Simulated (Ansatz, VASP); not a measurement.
# SnO2: VASP beside Ansatz

```
Sn O
1.0
     4.67332    0.00000    0.00000
     0.00000    4.67332    0.00000
     0.00000    0.00000    3.14334
Sn O
2 4
Direct
  0.00000 0.00000 0.00000
  0.50000 0.50000 0.50000
  0.30562 0.30562 0.00000
  0.19438 0.80562 0.50000
  0.69438 0.69438 0.00000
  0.80562 0.19438 0.50000
```

Change from the starting cell: volume scaled by 0.96.

Alike in both runs: task single point; functional LDA; k mesh 4 × 4 × 6; occupations fermi-dirac, width 0.03 eV; no spin polarisation.

|  | VASP | Ansatz |
| --- | --- | --- |
| version | VASP 6.6.1 | Ansatz 0.2.0 |
| potentials or method | VASP PAW LDA potentials, release 64 (Sn_d, O), cutoff 520 eV | all-electron LAPW, scalar-relativistic |

VASP gave:

- gap on the k mesh at the Fermi level (eV): 1.63
- pressure (GPa): 9.7
- traceless stress, the component that is largest in VASP (GPa): 2.49
- rms of the force components (eV/Å): 0.047

**Question.** What did Ansatz give for the same quantities?

**Answer.** gap on the k mesh at the Fermi level (eV): 1.60; pressure (GPa): 8.6; traceless stress, the component that is largest in VASP (GPa): 2.17; rms of the force components (eV/Å): 0.035.

LDA's correlation is that of Perdew and Zunger in VASP and of Perdew and Wang (1992) in Ansatz. Atom by atom the forces differ by 0.012 eV/Å (rms over components). Ansatz ran all-electron here, and VASP with PAW potentials.
